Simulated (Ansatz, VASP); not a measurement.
TeAu2S3: VASP beside Ansatz

```
Te S Au
1.0
    -2.73272    2.73272    4.73971
     2.73272   -2.73272    4.73971
     2.73272    2.73272   -4.73971
Te S Au
1 3 2
Direct
  0.50000 0.50000 0.00000
  0.00000 0.00000 0.00000
  0.50000 0.00000 0.50000
  0.00000 0.50000 0.50000
  0.75000 0.25000 0.50000
  0.25000 0.75000 0.50000
```

Alike in both runs: functional PBE; k mesh 3 × 3 × 3; occupations gaussian, width 0.15 eV; no spin polarisation.

Ansatz relaxed the structure, and its values are those at the end. VASP's run is a single point on that final structure, the one shown.

|  | VASP | Ansatz |
| --- | --- | --- |
| version | VASP 6.6.1 | Ansatz 0.2.0 |
| potentials or method | VASP PAW PBE potentials, release 64 (Te, S, Au), cutoff 500 eV | scalar-relativistic, plane waves, PAW |
| valence electrons in the cell | 46 | 72 |

Ansatz gave:

* gap on the k mesh at the Fermi level (eV): none
* pressure (GPa): -0.1

Problem. Which values does VASP return?

Solution. gap on the k mesh at the Fermi level (eV): none; pressure (GPa): -0.2.

A gap of «none» marks a metal or a gap that the smearing closes. The functional is the same, so the differences come from potentials, cutoffs and numerics. VASP's potentials hold 46 valence electrons a cell and Ansatz's 72, so a difference there can come from the potentials and not from the codes.

The k mesh is coarse, so the values compare programs but aren't converged. Neither program's run includes spin-orbit coupling.
